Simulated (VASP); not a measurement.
Runs of VASP 6.6.1 on SiO2. The structure is that of space group P6_422 (No. 181), or close to it. The cells are those of the table. 

```csv
task,cell,k mesh,cutoff (eV),gap on the mesh (eV),pressure (GPa),largest force (eV/Å)
single point,"a = 5.061, b = 5.061, c = 5.541 Å, angles 90.0, 90.0, 120.0°, 9 atoms",3 × 3 × 4,520,5.72,5.1,0.24
single point,"a = 5.061, b = 5.061, c = 5.541 Å, angles 90.0, 90.0, 120.0°, 9 atoms",6 × 6 × 4,520,5.72,5.1,0.24
single point,"a = 5.105, b = 5.105, c = 5.585 Å, angles 90.0, 90.0, 120.0°, 9 atoms",6 × 6 × 4,520,5.55,0.1,0.01
relaxation of cell and atoms,"relaxed from a = 5.061, b = 5.061, c = 5.541 Å, angles 90.0, 90.0, 120.0°, 9 atoms",3 × 3 × 1,600,5.62,0.1,-
single point,"a = 5.061, b = 5.061, c = 5.541 Å, angles 90.0, 90.0, 120.0°, 9 atoms",3 × 3 × 2,520,5.72,5.1,0.24
single point,"a = 5.105, b = 5.105, c = 5.585 Å, angles 90.0, 90.0, 120.0°, 9 atoms",3 × 3 × 2,520,5.55,0.1,0.01
single point,"a = 5.080, b = 5.080, c = 5.477 Å, angles 90.0, 90.0, 120.0°, 9 atoms",1 × 1 × 1,520,(a),0.1,0.02
```

Alike in all rows: level PBE; potentials or basis VASP PAW PBE potentials, release 64 (Si, O); no spin polarisation; smearing gaussian 0.02 eV.

Fill in the values left out.

(a) 5.67.

Caveats: some runs use coarse meshes.

A k mesh can miss the band edges.
